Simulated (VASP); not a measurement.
Write the native input for VASP 6.6.1 that does the following.

* Task: single point
* Functional: BLYP
* Potentials or basis: VASP PAW PBE potentials, release 64 (Ag)
* Cutoff: 520 eV
* k mesh: 10 × 10 × 10
* Occupations: fermi-dirac, width 0.1 eV
* Spin: no spin polarisation
* Dipole correction: no
* Further INCAR settings: ALGO = Normal; EDIFF = 1e-06; NBANDS = 18

The structure of Ag lies in POSCAR:

```
Ag
1.0
    0.0000000000      3.1005187128      3.1005187128
    3.1005187128      0.0000000000      3.1005187128
    3.1005187128      3.1005187128      0.0000000000
Ag
2
Direct
    0.1250000000      0.1250000000      0.1250000000
    0.8750000000      0.8750000000      0.8750000000
```

This cell differs from its parent crystal: volume scaled by 0.92.

The input as run:

INCAR

```
SYSTEM = Ag
PREC     = Accurate       ! precision mode
ENCUT    = 520            ! plane-wave cutoff, eV
EDIFF    = 1E-6           ! SCF threshold, eV
ISMEAR   = -1             ! smearing method
SIGMA    = 0.1            ! smearing width, eV
LREAL    = .False.        ! projectors in reciprocal space
LASPH    = .True.         ! aspherical terms in the spheres
NELM     = 80             ! most SCF steps
ALGO     = Normal         ! electronic algorithm
ISIF     = 2              ! what is computed and relaxed
LWAVE    = .False.        ! write WAVECAR
LCHARG   = .True.         ! write CHGCAR
GGA      = B5             ! functional
ALDAX    = 1.0          
AGGAX    = 1.0          
AGGAC    = 1.0          
ALDAC    = 0.0          
LELF     = .True.         ! ELF
LVHAR    = .True.       
NBANDS   = 18             ! bands
```

KPOINTS

```
Automatic mesh
0
Gamma
  10 10 10
  0 0 0
```

Potentials or basis: VASP PAW PBE potentials, release 64 (Ag).

Launch:

```console
$ cat potpaw_PBE.64/Ag/POTCAR > POTCAR
$ mpirun -np 1 vasp_std > vasp.out
```

Results of the run:

| Quantity | Value |
| --- | --- |
| Pressure | 2.6 GPa |
| Band gap on the k mesh | zero (band 11 reaches 3.43 eV, above the bottom of band 12 at 2.60 eV) |

Caveat: the PAW data sets were made with another functional, which shifts forces and pressure a little.

Wall time 64 s on 1 thread of AMD EPYC 7R43 64-Core Processor (Zen 3), with other jobs on the host, peak memory 0.17 GiB.
